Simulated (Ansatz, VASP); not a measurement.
Cd: VASP beside Ansatz

```
Cd
1.0
     2.97887    0.00000    0.00000
    -1.48944    2.57978    0.00000
     0.00000    0.00000    5.61765
Cd
2
Direct
  0.33333 0.66667 0.25000
  0.66667 0.33333 0.75000
```

Alike in both runs: task relaxation of cell and atoms; functional LDA; k mesh 18 × 18 × 8; occupations gaussian, width 0.1 eV; no spin polarisation.

```csv
,VASP,Ansatz
version,VASP 6.6.1,Ansatz 0.2.0
potentials or method,"VASP PAW LDA potentials, release 64 (Cd), cutoff 600 eV","scalar-relativistic, plane waves, PAW"
valence electrons in the cell,24,40
```

VASP gave:

```
gap on the k mesh at the Fermi level, each at its own relaxed structure (eV) : none
relaxed volume (Å³/atom)                                                     : 20.24
relaxed cell length with the largest relative difference (Å)                 : 2.907
```

Task: What did Ansatz give for the same quantities?

Result: gap on the k mesh at the Fermi level, each at its own relaxed structure (eV): none; relaxed volume (Å³/atom): 20.11; relaxed cell length with the largest relative difference (Å): 2.896.

LDA's correlation is that of Perdew and Zunger in VASP and of Perdew and Wang (1992) in Ansatz. A gap of «none» marks a metal or a gap that the smearing closes. VASP's potentials hold 24 valence electrons a cell and Ansatz's 40, so a difference there can come from the potentials and not from the codes.
